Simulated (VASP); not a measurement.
# Sb (I4/mmm) in VASP: single point with PBE

Aim: the single point of Sb with PBE.

Program: VASP 6.6.1. These are calculated values, not measurements. Logs are shortened: lines on timing, memory, paths and dates and some standing lists are left out, and cuts for length are marked.

## 1. The cell of the first run

It takes space group I4/mmm (No. 139, tetragonal). Conventional cell: a = 3.170 Å, b = 3.170 Å, c = 5.550 Å, α = 90.00°, β = 90.00°, γ = 90.00°. Sb (site symmetry 4/mmm) has 12 Sb at 3.17 to 3.57 Å within 4.2 Å.

## 2. Single point, PBE

File INCAR:

```
  PREC = Accurate
  ENCUT = 520
  EDIFF = 1E-7
  ISMEAR = 0
  SIGMA = 0.1
  LREAL = False
  LASPH = True
  NELM = 80
  ALGO = Normal
  ISIF = 2
  LWAVE = False
  LCHARG = False
  GGA = PE
  NBANDS = 8
```

File KPOINTS:

```
Automatic mesh
0
Gamma
  24 24 24
```

File POSCAR:

```
Sb
1.0
   -1.5851528758      1.5851528758      2.7747765695
    1.5851528758     -1.5851528758      2.7747765695
    1.5851528758      1.5851528758     -2.7747765695
Sb
1
Direct
    0.0000000000      0.0000000000      0.0000000000
```

Potentials or basis: VASP PAW PBE potentials, release 64 (Sb).

Command:

```sh
$ cat potpaw_PBE.64/Sb/POTCAR > POTCAR
$ mpirun -np 1 vasp_std > vasp.out
```

OUTCAR:

```text
PREC = Accurate
   ENCUT = 520
   EDIFF = 1E-7
   ISMEAR = 0
   LREAL = False
   LASPH = True
   NELM = 80
   ISIF = 2
   GGA = PE

 ion  position               nearest neighbor table
   1  0.000  0.000  0.000-

  LATTYP: Found a body centered tetragonal cell.
 ALAT       =     3.1703057516
 C/A-ratio  =     1.7504788414

  Lattice vectors:

 A1 = (  -1.5851528758,   1.5851528758,   2.7747765695)
 A2 = (   1.5851528758,  -1.5851528758,   2.7747765695)
 A3 = (   1.5851528758,   1.5851528758,  -2.7747765695)

Analysis of symmetry for initial positions (statically):
=====================================================================
 Subroutine PRICEL returns:
 Original cell was already a primitive cell.

 Routine SETGRP: Setting up the symmetry group for a
 body centered tetragonal supercell.

 Subroutine GETGRP returns: Found 16 space group operations
 (whereof 16 operations were pure point group operations)
 out of a pool of 16 trial point group operations.

The static configuration has the point symmetry D_4h.

Analysis of symmetry for dynamics (positions and initial velocities):
=====================================================================
 Subroutine PRICEL returns:
 Original cell was already a primitive cell.

 Routine SETGRP: Setting up the symmetry group for a
 body centered tetragonal supercell.

 Subroutine GETGRP returns: Found 16 space group operations
 (whereof 16 operations were pure point group operations)
 out of a pool of 16 trial point group operations.

The dynamic configuration has the point symmetry D_4h.

 Subroutine INISYM returns: Found 16 space group operations
 (whereof 16 operations are pure point group operations),
 and found     1 'primitive' translations

----------------------------------------------------------------------------------------

                                     Primitive cell

  volume of cell :      27.8888

  direct lattice vectors                    reciprocal lattice vectors
    -1.585152876  1.585152876  2.774776570     0.000000000  0.315426990  0.180194689
     1.585152876 -1.585152876  2.774776570     0.315426990  0.000000000  0.180194689
     1.585152876  1.585152876 -2.774776570     0.315426990  0.315426990  0.000000000

  length of vectors
     3.567184364  3.567184364  3.567184364     0.363268925  0.363268925  0.446081127

  position of ions in fractional coordinates (direct lattice)
[... 77 lines left out ...]
   EDIFF  = 0.1E-06   stopping-criterion for ELM
   LREAL  =      F    real-space projection
   EDIFFG = 0.1E-05   stopping-criterion for IOM
   NSW    =      0    number of steps for IOM
   IBRION =     -1    ionic relax: 0-MD 1-quasi-New 2-CG
   NFREE  =      0    steps in history (QN), initial steepest desc. (CG)
   ISIF   =      2    stress and relaxation
   ISYM   =      2    0-nonsym 1-usesym 2-fastsym
   POTIM  = 0.5000    time-step for ionic-motion
   TEBEG  =    0.0;   TEEND  =   0.0 temperature during run
   PSTRESS=    0.0 pullay stress
   NELECT =       5.0000    total number of electrons
   NUPDOWN=      -1.0000    fix difference up-down
   EMIN   =  10.00;   EMAX   =-10.00  energy-range for DOS
   EFERMI =   0.00;   METHOD = LEGACY
   ISMEAR =     0;   SIGMA  =   0.10  broadening in eV -4-tet -1-fermi 0-gaus
   EFERMI_NEDOS =   21; number of points for ismear=-14 and -15
   IALGO  =     38    algorithm
   IMIX   =      4    mixing-type and parameters
     AMIX     =   0.40;   BMIX     =  1.00
     AMIX_MAG =   1.60;   BMIX_MAG =  1.00
  volume/ion in A,a.u.               =      27.89       188.20
  Fermi-wavevector in a.u.,A,eV,Ry     =   0.923113  1.744430 11.594029  0.852137
  Thomas-Fermi vector in A             =   2.048714
   LORBIT       =      0    0 simple, 1 ext, 2 COOP (PROOUT), +10 PAW based schemes
   GGA     = PE    functional components
   LHFCALC =     F    Hartree Fock is set to
   AEXX    =    0.0000 exact exchange contribution
   IVDW    =     0    specifies the selected vdW correction
   LEPSILON=     F    determine dielectric tensor
   LRPA    =     F    only Hartree local field effects (RPA)
 non-spin polarized calculation
 Gauss-broadening in eV      SIGMA  =   0.10
  energy-cutoff  :      520.00
  volume of cell :       27.89
 maximum number of plane-waves:       768
   NGX = 13   NGY = 13   NGZ = 13

 number of electron       5.0000000 magnetization

 Free energy of the ion-electron system (eV)
  ---------------------------------------------------
  ext. energy  EPLUGINS =         0.00000000
  ---------------------------------------------------
  free energy    TOTEN  =        -3.84249649 eV

  energy without entropy =       -3.83927189  energy(sigma->0) =       -3.84088419

 E-fermi :   8.0812     XC(G=0): -10.0643

 val. band max:        8.0797814347   @ k =  -0.2083  -0.3333   0.0417
 cond. band min:       8.0813548829   @ k =  -0.3750   0.3750   0.0833
 fundamental gap:      0.0015734482
 Fermi energy:         8.0812192017

 k-point     1 :       0.0000    0.0000    0.0000
  band No.  band energies     occupation
      1      -4.6155      2.00000
      2      12.3316      0.00000
      3      13.3078      0.00000
      4      13.3078      0.00000
      5      17.2923      0.00000
      6      18.1644      0.00000
      7      18.7855      0.00000
      8      18.8026      0.00000
[... 243 lines left out ...]
 k-point    24 :       0.4583    0.0417    0.0000
  band No.  band energies     occupation
      1      -1.0421      2.00000
      2       2.6626      2.00000
      3       9.5701      0.00000
      4      13.0497      0.00000
      5      14.0769      0.00000
      6      17.7097      0.00000
      7      18.5041      0.00000
      8      19.9787      0.00000

 [... further k-points ...]

------------------------ aborting loop because EDIFF is reached ----------------------------------------

  FORCE on cell =-STRESS in cart. coord.  units (eV):
  Direction    XX          YY          ZZ          XY          YZ          ZX
  --------------------------------------------------------------------------------------
  -------------------------------------------------------------------------------------
  Total       -0.0134915     -0.0134915     -0.0193486      0.0000000     -0.0000000      0.0000000
  in kB       -0.7750679     -0.7750679     -1.1115513      0.0000000     -0.0000000      0.0000000
  external PRESSURE =      -0.8872290 kB  Pullay stress =       0.0000000 kB

 VOLUME and BASIS-vectors are now :
 -----------------------------------------------------------------------------
  energy-cutoff  :      520.00
  volume of cell :       27.89
      direct lattice vectors                 reciprocal lattice vectors
    -1.585152876  1.585152876  2.774776570     0.000000000  0.315426990  0.180194689
     1.585152876 -1.585152876  2.774776570     0.315426990  0.000000000  0.180194689
     1.585152876  1.585152876 -2.774776570     0.315426990  0.315426990  0.000000000

 POSITION                                       TOTAL-FORCE (eV/Angst)
 -----------------------------------------------------------------------------------
      0.00000      0.00000      0.00000         0.000000     -0.000000      0.000000
 -----------------------------------------------------------------------------------
    total drift:                               -0.000000      0.000000     -0.000000

  FREE ENERGIE OF THE ION-ELECTRON SYSTEM (eV)
  ---------------------------------------------------
  free  energy   TOTEN  =        -3.8424964927 eV

  energy  without entropy=       -3.8392718950  energy(sigma->0) =       -3.84088419
```

Wall time 4.4 min (1 thread of Intel Xeon 8259CL, shared host); peak memory 0.35 GiB.

Results:

| Item | Value |
| --- | --- |
| Free energy | -3.8425 eV |
| Pressure | -0.1 GPa |
| Band gap on the k mesh | zero (an odd number of electrons rules out a gap without spin polarisation) |

Levels at points of the mesh, in eV from the Fermi level:
```csv
k point,band 1,band 2,band 3,band 4,band 5,band 6,band 7,band 8
"(0.00, 0.00, 0.00)",-12.70,4.25,5.23,5.23,9.21,10.08,10.70,10.72
"(0.50, 0.00, 0.00)",-9.05,-5.59,1.54,5.31,5.87,10.14,10.56,10.77
"(0.50, 0.50, 0.00)",-6.63,-4.20,-1.10,0.64,3.44,4.40,15.25,15.28
"(0.50, 0.50, 0.50)",-9.35,-5.50,2.21,2.21,5.97,6.19,17.92,17.92
```

Caveat: spin-orbit coupling is left out, which moves the levels of the heavy elements.
